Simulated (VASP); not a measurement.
# BP (F-43m) in VASP: further runs

Runs on BP. Level: PBEsol. Tasks: relaxation of cell and atoms, single point.

All numbers are computed with VASP 6.6.1; they aren't measurements. Logs are shortened: lines on timing, memory, paths and dates and some standing lists are left out, and cuts for length are marked.

### 1 The cell of the first run

Symmetry: F-43m, No. 216, cubic system. Conventional cell: a = 4.520 Å, b = 4.520 Å, c = 4.520 Å, α = 90.00°, β = 90.00°, γ = 90.00°. B (site symmetry -43m) has 4 P at 1.96 Å within 2.6 Å. Within 2.6 Å of P (site symmetry -43m) lie 4 B at 1.96 Å.

### 2 Relaxation of cell and atoms, PBEsol, target pressure 6 GPa, at which the enthalpy is minimised

Contents of INCAR:

```
SYSTEM = BP
PREC = Accurate ; ENCUT = 500
EDIFF = 1E-7 ; ISMEAR = 0
SIGMA = 0.01 ; LREAL = .FALSE.
LASPH = .TRUE. ; NELM = 120
ALGO = Normal ; ISIF = 3
LWAVE = .FALSE. ; LCHARG = .FALSE.
GGA = PS ; IBRION = 2
NSW = 80 ; EDIFFG = -0.001
PSTRESS = 60.0 ; GGA_COMPAT = .FALSE.
NELMIN = 4
```

Contents of KPOINTS:

```
regular mesh
0
G
  10 10 10
  0 0 0
```

Contents of POSCAR:

```
BP
1.0
    0.0000000000      2.2600863884      2.2600863884
    2.2600863884      0.0000000000      2.2600863884
    2.2600863884      2.2600863884      0.0000000000
B P
1 1
Direct
    0.0000000000      0.0000000000      0.0000000000
    0.7500000000      0.7500000000      0.7500000000
```

Potentials or basis: VASP PAW PBE potentials, release 64 (B, P).

Command:

```sh
> cat potpaw_PBE.64/B/POTCAR potpaw_PBE.64/P/POTCAR > POTCAR
> mpirun -np 1 vasp_std > vasp.out
```

OUTCAR:

```text
SYSTEM = BP
   PREC = Accurate
   ENCUT = 500
   EDIFF = 1E-7
   ISMEAR = 0
   LREAL = .FALSE.
   LASPH = .TRUE.
   NELM = 120
   ISIF = 3
   GGA = PS
   IBRION = 2
   NSW = 80
   EDIFFG = -0.001
   PSTRESS = 60.0
   NELMIN = 4

 ion  position               nearest neighbor table
   1  0.000  0.000  0.000-   2 1.96   2 1.96   2 1.96   2 1.96
   2  0.750  0.750  0.750-   1 1.96   1 1.96   1 1.96   1 1.96

  LATTYP: Found a face centered cubic cell.
 ALAT       =     4.5201727768

  Lattice vectors:

 A1 = (   0.0000000000,   2.2600863884,   2.2600863884)
 A2 = (   2.2600863884,   0.0000000000,   2.2600863884)
 A3 = (   2.2600863884,   2.2600863884,   0.0000000000)

Analysis of symmetry for initial positions (statically):
=====================================================================
 Subroutine PRICEL returns:
 Original cell was already a primitive cell.

 Routine SETGRP: Setting up the symmetry group for a
 face centered cubic supercell.

 Subroutine GETGRP returns: Found 24 space group operations
 (whereof 24 operations were pure point group operations)
 out of a pool of 48 trial point group operations.

The static configuration has the point symmetry T_d .

Analysis of symmetry for dynamics (positions and initial velocities):
=====================================================================
 Subroutine PRICEL returns:
 Original cell was already a primitive cell.

 Routine SETGRP: Setting up the symmetry group for a
 face centered cubic supercell.

 Subroutine GETGRP returns: Found 24 space group operations
 (whereof 24 operations were pure point group operations)
 out of a pool of 48 trial point group operations.

The dynamic configuration has the point symmetry T_d .

 Subroutine INISYM returns: Found 24 space group operations
 (whereof 24 operations are pure point group operations),
 and found     1 'primitive' translations

----------------------------------------------------------------------------------------

                                     Primitive cell

  volume of cell :      23.0890

  direct lattice vectors                    reciprocal lattice vectors
     0.000000000  2.260086388  2.260086388    -0.221230482  0.221230482  0.221230482
     2.260086388  0.000000000  2.260086388     0.221230482 -0.221230482  0.221230482
     2.260086388  2.260086388  0.000000000     0.221230482  0.221230482 -0.221230482

  length of vectors
     3.196244823  3.196244823  3.196244823     0.383182434  0.383182434  0.383182434

  position of ions in fractional coordinates (direct lattice)
     0.000000000  0.000000000  0.000000000
     0.750000000  0.750000000  0.750000000

  ion indices of the primitive-cell ions
   primitive index   ion index
                 1           1
                 2           2

----------------------------------------------------------------------------------------

 KPOINTS: regular mesh

Automatic generation of k-mesh.
 Grid dimensions read from file:
 generate k-points for:   10   10   10

 Generating k-lattice:

  Cartesian coordinates                     Fractional coordinates (reciprocal lattice)
    -0.022123048  0.022123048  0.022123048     0.100000000  0.000000000  0.000000000
     0.022123048 -0.022123048  0.022123048     0.000000000  0.100000000  0.000000000
     0.022123048  0.022123048 -0.022123048     0.000000000  0.000000000  0.100000000

  Length of vectors
     0.038318243  0.038318243  0.038318243

  Shift w.r.t. Gamma in fractional coordinates (k-lattice)
     0.000000000  0.000000000  0.000000000

 Subroutine IBZKPT returns following result:
 ===========================================

 Found     47 irreducible k-points:

 Following reciprocal coordinates:
            Coordinates               Weight
  0.000000  0.000000  0.000000      1.000000
  0.100000  0.000000  0.000000      8.000000
  0.200000  0.000000  0.000000      8.000000
  0.300000  0.000000  0.000000      8.000000
  0.400000  0.000000  0.000000      8.000000
  0.500000  0.000000  0.000000      4.000000
[... 16 lines left out ...]
  0.300000  0.300000  0.000000      6.000000
  0.400000  0.300000  0.000000     24.000000
 [... further k-points ...]
   k-points           NKPTS =     47   k-points in BZ     NKDIM =     47   number of bands    NBANDS=      8
   number of dos      NEDOS =    301   number of ions     NIONS =      2
   total plane-waves  NPLWV =  13824
   dimension x,y,z NGX =    24 NGY =   24 NGZ =   24
   dimension x,y,z NGXF=    48 NGYF=   48 NGZF=   48
   ions per type =               1   1
   NGX,Y,Z   is equivalent  to a cutoff of  12.48, 12.48, 12.48 a.u.
   NGXF,Y,Z  is equivalent  to a cutoff of  24.97, 24.97, 24.97 a.u.
 SYSTEM =  BP
   PREC   = accura    normal or accurate (medium, high low for compatibility)
   ISTART =      0    job   : 0-new  1-cont  2-samecut
   ICHARG =      2    charge: 1-file 2-atom 10-const
   ISPIN  =      1    spin polarized calculation?
   LNONCOLLINEAR =      F non collinear calculations
   LSORBIT =      F    spin-orbit coupling
   LASPH  =      T    aspherical Exc in radial PAW
   ENCUT  =  500.0 eV  36.75 Ry    6.06 a.u.   5.83  5.83  5.83*2*pi/ulx,y,z
   NELM   =    120;   NELMIN=  4; NELMDL= -5     # of ELM steps
   EDIFF  = 0.1E-06   stopping-criterion for ELM
   LREAL  =      F    real-space projection
   EDIFFG = -.1E-02   stopping-criterion for IOM
   NSW    =     80    number of steps for IOM
   IBRION =      2    ionic relax: 0-MD 1-quasi-New 2-CG
   NFREE  =      1    steps in history (QN), initial steepest desc. (CG)
   ISIF   =      3    stress and relaxation
   ISYM   =      2    0-nonsym 1-usesym 2-fastsym
   POTIM  = 0.5000    time-step for ionic-motion
   TEBEG  =    0.0;   TEEND  =   0.0 temperature during run
   PSTRESS=   60.0 pullay stress
   NELECT =       8.0000    total number of electrons
   NUPDOWN=      -1.0000    fix difference up-down
   EMIN   =  10.00;   EMAX   =-10.00  energy-range for DOS
   EFERMI =   0.00;   METHOD = LEGACY
   ISMEAR =     0;   SIGMA  =   0.01  broadening in eV -4-tet -1-fermi 0-gaus
   EFERMI_NEDOS =   21; number of points for ismear=-14 and -15
   IALGO  =     38    algorithm
   IMIX   =      4    mixing-type and parameters
     AMIX     =   0.40;   BMIX     =  1.00
     AMIX_MAG =   1.60;   BMIX_MAG =  1.00
  volume/ion in A,a.u.               =      11.54        77.91
  Fermi-wavevector in a.u.,A,eV,Ry     =   1.149837  2.172878 17.988619  1.322126
  Thomas-Fermi vector in A             =   2.286505
   LORBIT       =      0    0 simple, 1 ext, 2 COOP (PROOUT), +10 PAW based schemes
   GGA     = PS    functional components
   LHFCALC =     F    Hartree Fock is set to
   AEXX    =    0.0000 exact exchange contribution
   IVDW    =     0    specifies the selected vdW correction
   LEPSILON=     F    determine dielectric tensor
   LRPA    =     F    only Hartree local field effects (RPA)
 conjugate gradient relaxation of ions
 non-spin polarized calculation
 Gauss-broadening in eV      SIGMA  =   0.01
  energy-cutoff  :      500.00
  volume of cell :       23.09
 maximum number of plane-waves:       600
   NGX = 11   NGY = 11   NGZ = 11

--------------------------------------- Ionic step        1  -------------------------------------------

 number of electron       8.0000001 magnetization

 Free energy of the ion-electron system (eV)
  ---------------------------------------------------
  ext. energy  EPLUGINS =         0.00000000
  ---------------------------------------------------
  free energy    TOTEN  =       -13.67328804 eV

  energy without entropy =      -13.67328804  energy(sigma->0) =      -13.67328804

------------------------ aborting loop because EDIFF is reached ----------------------------------------

  FORCE on cell =-STRESS in cart. coord.  units (eV):
  Direction    XX          YY          ZZ          XY          YZ          ZX
  --------------------------------------------------------------------------------------
  -------------------------------------------------------------------------------------
  Total        0.0159091      0.0159091      0.0159091      0.0000000      0.0000000     -0.0000000
  in kB        1.1039514      1.1039514      1.1039514      0.0000000      0.0000000     -0.0000000
  external PRESSURE =     -58.8960486 kB  Pullay stress =      60.0000000 kB

 VOLUME and BASIS-vectors are now :
 -----------------------------------------------------------------------------
  energy-cutoff  :      500.00
  volume of cell :       23.09
      direct lattice vectors                 reciprocal lattice vectors
     0.000000000  2.260086388  2.260086388    -0.221230482  0.221230482  0.221230482
     2.260086388  0.000000000  2.260086388     0.221230482 -0.221230482  0.221230482
     2.260086388  2.260086388  0.000000000     0.221230482  0.221230482 -0.221230482
[... 160 lines left out ...]
  FREE ENERGIE OF THE ION-ELECTRON SYSTEM (eV)
  ---------------------------------------------------
  free  energy   TOTEN  =       -13.6598121414 eV

  energy  without entropy=      -13.6598121414  energy(sigma->0) =      -13.65981214

  enthalpy is  TOTEN    =       -12.8226396975 eV   P V=        0.8371724439

--------------------------------------- Ionic step        6  -------------------------------------------

 number of electron       8.0000001 magnetization

 Free energy of the ion-electron system (eV)
  ---------------------------------------------------
  ext. energy  EPLUGINS =         0.00000000
  ---------------------------------------------------
  free energy    TOTEN  =       -13.65948872 eV

  energy without entropy =      -13.65948872  energy(sigma->0) =      -13.65948872

 E-fermi :   8.0216     XC(G=0): -11.2341

 val. band max:        7.9398282883   @ k =   0.0000   0.0000   0.0000
 cond. band min:       9.0122462682   @ k =   0.4000   0.4000   0.0000
 fundamental gap:      1.0724179800
 Fermi energy:         8.0216457159

 k-point     1 :       0.0000    0.0000    0.0000
  band No.  band energies     occupation
      1      -7.9612      2.00000
      2       7.9398      2.00000
      3       7.9398      2.00000
      4       7.9398      2.00000
      5      11.3661      0.00000
      6      11.3661      0.00000
      7      11.3661      0.00000
      8      15.9648      0.00000

 k-point     2 :       0.1000    0.0000    0.0000
  band No.  band energies     occupation
      1      -7.7738      2.00000
      2       6.5928      2.00000
      3       7.6297      2.00000
      4       7.6297      2.00000
      5      11.7944      0.00000
      6      11.7944      0.00000
      7      11.8458      0.00000
      8      16.4341      0.00000
[... 221 lines left out ...]
 k-point    23 :       0.3000    0.3000    0.0000
  band No.  band energies     occupation
      1      -5.7578      2.00000
      2       3.0651      2.00000
      3       4.5612      2.00000
      4       4.5612      2.00000
      5       9.3352      0.00000
      6      11.6919      0.00000
      7      17.0621      0.00000
      8      17.0621      0.00000

 k-point    24 :       0.4000    0.3000    0.0000
  band No.  band energies     occupation
      1      -4.8925      2.00000
      2       1.6785      2.00000
      3       3.6833      2.00000
      4       4.2559      2.00000
      5       9.6182      0.00000
      6      11.4230      0.00000
      7      17.6806      0.00000
      8      17.7210      0.00000

 [... further k-points ...]
[... 5 lines left out ...]
  --------------------------------------------------------------------------------------
  -------------------------------------------------------------------------------------
  Total        0.8367576      0.8367576      0.8367576     -0.0000000     -0.0000000      0.0000000
  in kB       59.9935936     59.9935936     59.9935936     -0.0000000     -0.0000000      0.0000000
  external PRESSURE =      -0.0064064 kB  Pullay stress =      60.0000000 kB

 VOLUME and BASIS-vectors are now :
 -----------------------------------------------------------------------------
  energy-cutoff  :      500.00
  volume of cell :       22.35
      direct lattice vectors                 reciprocal lattice vectors
    -0.000000000  2.235588074  2.235588074    -0.223654798  0.223654798  0.223654798
     2.235588074  0.000000000  2.235588074     0.223654798 -0.223654798  0.223654798
     2.235588074  2.235588074  0.000000000     0.223654798  0.223654798 -0.223654798

 POSITION                                       TOTAL-FORCE (eV/Angst)
 -----------------------------------------------------------------------------------
      2.23559      2.23559      4.47118         0.000000      0.000000      0.000000
      3.35338      3.35338      3.35338        -0.000000     -0.000000     -0.000000
 -----------------------------------------------------------------------------------
    total drift:                                0.000000      0.000000     -0.000000

  FREE ENERGIE OF THE ION-ELECTRON SYSTEM (eV)
  ---------------------------------------------------
  free  energy   TOTEN  =       -13.6594887225 eV

  energy  without entropy=      -13.6594887225  energy(sigma->0) =      -13.65948872

  enthalpy is  TOTEN    =       -12.8226418141 eV   P V=        0.8368469083

 reached required accuracy - stopping structural energy minimisation
```

Run time: 9.9 s. Hardware: 1 thread of Intel Xeon 6975P-C (Granite Rapids), shared host; peak memory 0.13 GiB.

What came out:

```yaml
Free_energy: -13.6595 eV
Relaxed_volume: 11.17 Å³/atom
Relaxed_cell: a = 3.162 Å, b = 3.162 Å, c = 3.162 Å, α = 60.00°, β = 60.00°, γ = 60.00°
Space_group_after_relaxing_to_0.05_Å: F-43m (No. 216)
Energy_change_on_relaxing_the_enthalpy_is_what_falls: +6.9 meV/atom
Ionic_steps: 6
Pressure_after_relaxing: 6.0 GPa
Band_gap_on_the_k_mesh: 1.07 eV, indirect (least direct gap 3.43 eV)
```

The path:
| step | energy change (eV) | largest force (eV/Å) | pressure (GPa) | volume (Å³) |
| --- | --- | --- | --- | --- |
| 1 | 0.0000 | 0.0000 | 0.11 | 23.09 |
| 2 | 0.0497 | 0.0000 | 11.92 | 21.70 |
| 3 | 0.0137 | 0.0000 | 5.98 | 22.35 |
| 4 | 0.0143 | 0.0000 | 6.10 | 22.33 |
| 5 | 0.0135 | 0.0000 | 5.93 | 22.35 |
| 6 | 0.0138 | 0.0000 | 6.00 | 22.35 |

Final structure:
```
B P
1.0
     0.00000    2.23559    2.23559
     2.23559    0.00000    2.23559
     2.23559    2.23559    0.00000
B P
1 1
Cartesian
  2.2356 2.2356 4.4712
  3.3534 3.3534 3.3534
```

Levels at points of the mesh, in eV from the valence-band top:
| k point | band 1 | band 2 | band 3 | band 4 | band 5 | band 6 | band 7 | band 8 |
| --- | --- | --- | --- | --- | --- | --- | --- | --- |
| (0.00, 0.00, 0.00) | -15.90 | 0.00 | 0.00 | 0.00 | 3.43 | 3.43 | 3.43 | 8.03 |
| (0.50, 0.00, 0.00) | -12.38 | -9.42 | -1.82 | -1.82 | 4.00 | 4.68 | 4.68 | 10.08 |
| (0.50, 0.50, 0.00) | -10.79 | -8.83 | -4.31 | -4.31 | 1.14 | 1.48 | 12.52 | 12.52 |

Caveat: the cell is relaxed towards a set pressure, so the enthalpy falls and the energy may rise; the PAW data sets were made with another functional, which shifts forces and pressure a little. A k mesh can miss the band edges.

(Part 1 of 2 ends here.)
